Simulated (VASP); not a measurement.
A run of VASP 6.6.1 is set up as follows.

The input INCAR:

```
ALGO = Normal
EDIFF = 1E-6
ENCUT = 520
GGA = PE
ISIF = 2
ISMEAR = -1
LASPH = True
LCHARG = False
LREAL = Auto
LWAVE = False
NBANDS = 74
NELM = 100
PREC = Accurate
SIGMA = 0.02
```

The input KPOINTS:

```
k-points
0
Gamma
  2 2 1
```

File POSCAR:

```
Si10H5Cl
1.0
    7.6791800000      0.0000000000      0.0000000000
    0.0000000000      7.6791800000      0.0000000000
    0.0000000000      0.0000000000     20.2543620000
H Si Cl
10 20 2
Direct
    0.4093920184      0.0000000000      0.0493720809
    0.0906079816      0.0000000000      0.0493720809
    0.9093920184      0.0000000000      0.0493720809
    0.5906079816      0.0000000000      0.0493720809
    0.4093920184      0.5000000000      0.0493720809
    0.0906079816      0.5000000000      0.0493720809
    0.9093920184      0.5000000000      0.0493720809
    0.5906079816      0.5000000000      0.0493720809
    0.2128791095      0.3583003654      0.4473438364
    0.7494597079      0.4829249998      0.4252814776
    0.2500000000      0.0000000000      0.0921036170
    0.7500000000      0.0000000000      0.0921036170
    0.2500000000      0.5000000000      0.0921036170
    0.7500000000      0.5000000000      0.0921036170
    0.2492645048      0.2504491365      0.1565901212
    0.7490040603      0.2493922528      0.1567818823
    0.2494395235      0.7512342464      0.1618948550
    0.7494496808      0.7514041864      0.1618272153
   -0.0001392076      0.2572730422      0.2223545723
    0.4979001664      0.2586166752      0.2225037747
   -0.0008843392      0.7516419722      0.2316893517
    0.4994560617      0.7528236088      0.2316005807
   -0.0073128902      0.0137172198      0.2952840973
    0.4986222487      0.0151471902      0.2951879205
    0.0045744468      0.4934503424      0.2960375646
    0.4957221995      0.4953133017      0.2960788891
    0.2444089082      0.1372446016      0.3403268392
    0.7454469097      0.1043324938      0.3557423828
    0.2503579809      0.4421099649      0.3640967807
    0.7498704289      0.4197070521      0.3552572034
    0.1722151323      0.1953431226      0.4868937368
   -0.2624238525     -0.0056840704      0.4495857238
```

Potentials or basis: VASP PAW PBE potentials, release 64 (H, Si, Cl).

Launch:

```sh
$ cat potpaw_PBE.64/H/POTCAR potpaw_PBE.64/Si/POTCAR potpaw_PBE.64/Cl/POTCAR > POTCAR
$ mpirun -np 1 vasp_std > vasp.out
```

Problem. Predict the largest force.

Solution. 0.635 eV/Å.

Problem. What does it give for the band gap on the k mesh?

Solution. 0.90 eV (least direct gap 1.00 eV).

Forces on the atoms (eV/Å):
```
H   -0.629 -0.061  0.012
H    0.631 -0.059  0.006
H   -0.626 -0.057  0.009
H    0.631 -0.068  0.000
H   -0.621  0.086  0.011
H    0.628  0.094 -0.004
H   -0.614  0.073  0.017
H    0.624  0.080  0.001
H    0.035 -0.130  0.008
H   -0.002  0.002 -0.008
Si  -0.009 -0.210  0.027
Si  -0.018 -0.231 -0.014
Si  -0.035  0.271  0.047
Si  -0.038  0.239  0.113
Si  -0.009  0.005  0.008
Si   0.013  0.004  0.010
Si   0.000  0.002 -0.002
Si   0.006  0.022 -0.007
Si  -0.011 -0.009  0.007
Si  -0.043 -0.005  0.016
Si  -0.001 -0.007  0.004
Si  -0.016  0.005  0.004
Si  -0.021  0.032 -0.012
Si   0.037  0.010  0.007
Si  -0.004  0.009 -0.012
Si   0.014  0.013  0.002
Si  -0.016  0.035  0.100
Si  -0.002 -0.031  0.013
Si   0.010  0.019 -0.107
Si   0.000  0.004 -0.001
Cl   0.097 -0.161 -0.224
Cl  -0.010  0.024 -0.033
```
